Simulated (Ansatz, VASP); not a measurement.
## Hf in VASP and in Ansatz

```
CELL_PARAMETERS angstrom
3.19670 0.00000 0.00000
-1.59835 2.76842 0.00000
0.00000 0.00000 5.05780
ATOMIC_POSITIONS crystal
Hf 0.33333 0.66667 0.25000
Hf 0.66667 0.33333 0.75000
```

Alike in both runs: task relaxation of cell and atoms; functional LDA; k mesh 18 × 18 × 10; occupations fermi-dirac, width 0.05 eV; no spin polarisation.

|  | VASP | Ansatz |
| --- | --- | --- |
| version | VASP 6.6.1 | Ansatz 0.2.0 |
| potentials or method | VASP PAW LDA potentials, release 64 (Hf_pv) | PAW with Ansatz's default frozen-core files, scalar-relativistic |
| plane-wave cutoff (eV) | 600 | 420 |
| valence electrons in the cell | 20 | 52 |

Ansatz gave:

* relaxed volume (Å³/atom): 20.83
* relaxed length of the cell vector where the two differ most in proportion (Å): 3.118

Task: What did VASP give for the same quantities?

Result: Relaxed volume (Å³/atom): 20.84; relaxed length of the cell vector where the two differ most in proportion (Å): 3.119.

LDA's correlation is that of Perdew and Zunger in VASP and of Perdew and Wang (1992) in Ansatz. VASP's potentials hold 20 valence electrons a cell and Ansatz's 52, so a difference there can come from the potentials and not from the codes.

Neither program's run includes spin-orbit coupling.
